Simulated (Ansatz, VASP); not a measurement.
**Na: VASP beside Ansatz**

File INCAR:

```
SYSTEM = Na
  PREC = Accurate
  ENCUT = 600
  EDIFF = 1E-7
  ISMEAR = -1
  SIGMA = 0.1
  LREAL = .False.
  LASPH = .True.
  NELM = 100
  ALGO = Normal
  ISIF = 3
  LWAVE = .False.
  LCHARG = .False.
  GGA = CA
  IBRION = 2
  NSW = 80
  EDIFFG = -0.01
```

Contents of KPOINTS:

```
regular mesh
0
Gamma
  10 10 3
  0 0 0
```

POSCAR

```
Na
1.0
    3.7640418302      0.0000000000      0.0000000000
   -1.8820209151      3.2597558458      0.0000000000
    0.0000000000      0.0000000000     12.2933606174
Na
4
Direct
    0.0000000000      0.0000000000      0.0000000000
    0.0000000000      0.0000000000      0.5000000000
    0.3333333333      0.6666666667      0.2500000000
    0.6666666667      0.3333333333      0.7500000000
```

Input for Ansatz:

```yaml
crystal:
  lattice:
    - [3.7640418302, 0.0, 0.0]
    - [-1.8820209151, 3.2597558458, 0.0]
    - [0.0, 0.0, 12.2933606174]
  atoms:
    - { symbol: Na, position: [0.0, 0.0, 0.0] }
    - { symbol: Na, position: [0.0, 0.0, 0.5] }
    - { symbol: Na, position: [0.3333333333, 0.6666666667, 0.25] }
    - { symbol: Na, position: [0.6666666667, 0.3333333333, 0.75] }
hamiltonian:
  xc: lda
  pseudopotentials:
    kind: paw
    azcp:
      Na: "pseudopotentials/Na.paw.azcp"
basis:
  ecutwfc: 420
  fft_grid_basis: typed
kpoints:
  mp_grid: { grid: [10, 10, 3], shift: [0, 0, 0] }
magnetization:
  spin_polarized: false
scf:
  occupations: { method: fermi_dirac, width: 0.1 }
relax:
  max_steps: 60
  f_tol: 0.01
  cell: {}
```

Alike in both runs: task relaxation of cell and atoms; functional LDA; k mesh 10 × 10 × 3; occupations fermi-dirac, width 0.1 eV; no spin polarisation.

|  | VASP | Ansatz |
| --- | --- | --- |
| version | VASP 6.6.1 | Ansatz 0.2.0 |
| potentials or method | VASP PAW LDA potentials, release 64 (Na_pv), cutoff 600 eV | plane waves (420 eV) with PAW, scalar-relativistic |
| valence electrons in the cell | 28 | 36 |

|  | VASP | Ansatz | Ansatz less VASP |
| --- | --- | --- | --- |
| relaxed volume (Å³/atom) | 33.31 | 33.48 | +0.164 |
| relaxed cell length with the largest relative difference (Å) | 3.616 | 3.625 | +0.0092 |

Ansatz warns that its potentials were made for another functional, while VASP's fit it. LDA's correlation is that of Perdew and Zunger in VASP and of Perdew and Wang (1992) in Ansatz. VASP's potentials hold 28 valence electrons a cell and Ansatz's 36, so a difference there can come from the potentials and not from the codes.
